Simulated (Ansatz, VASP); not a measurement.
**One calculation of Cs, two programs**

The input INCAR:

```
SYSTEM = Cs
  PREC = Accurate
  ENCUT = 520
  EDIFF = 1E-6
  ISMEAR = -1
  SIGMA = 0.1
  LREAL = .False.
  LASPH = .True.
  NELM = 80
  ALGO = Normal
  ISIF = 2
  LWAVE = .False.
  LCHARG = .False.
  GGA = RP
  NBANDS = 10
```

KPOINTS

```
regular mesh
0
Gamma
  7 7 7
  0 0 0
```

Contents of POSCAR:

```
Cs
1.0
    5.1582542187      0.0000000000      0.0000000000
    0.0000000000      5.1582542187      0.0000000000
    0.0000000000      0.0000000000      5.1582542187
Cs
1
Direct
    0.0000000000      0.0000000000      0.0000000000
```

Input for Ansatz:

```yaml
crystal:
  lattice:
    - [5.1582542187, 0.0, 0.0]
    - [0.0, 5.1582542187, 0.0]
    - [0.0, 0.0, 5.1582542187]
  atoms:
    - { symbol: Cs, position: [0.0, 0.0, 0.0] }
hamiltonian:
  xc: rpbe
  pseudopotentials:
    kind: paw
    azcp:
      Cs: "pseudopotentials/Cs.paw.azcp"
basis:
  ecutwfc: 420
  fft_grid_basis: typed
kpoints:
  mp_grid: { grid: [7, 7, 7], shift: [0, 0, 0] }
magnetization:
  spin_polarized: false
scf:
  occupations: { method: fermi_dirac, width: 0.1 }
  lower_state_search: "off"
output:
  stress: true
```

Alike in both runs: task single point; functional RPBE; k mesh 7 × 7 × 7; occupations fermi-dirac, width 0.1 eV; no spin polarisation.

```csv
,VASP,Ansatz
version,VASP 6.6.1,Ansatz 0.2.0
potentials or method,"VASP PAW PBE potentials, release 64 (Cs_sv), cutoff 520 eV","plane waves (420 eV) with PAW, scalar-relativistic"
valence electrons in the cell,9,9
```

```csv
,VASP,Ansatz,Ansatz less VASP
pressure (GPa),0.1,0.1,+0.01
```

VASP's potentials were made for PBE, not for RPBE. The functional is the same, so the differences come from potentials, cutoffs and numerics.

Neither program's run includes spin-orbit coupling.
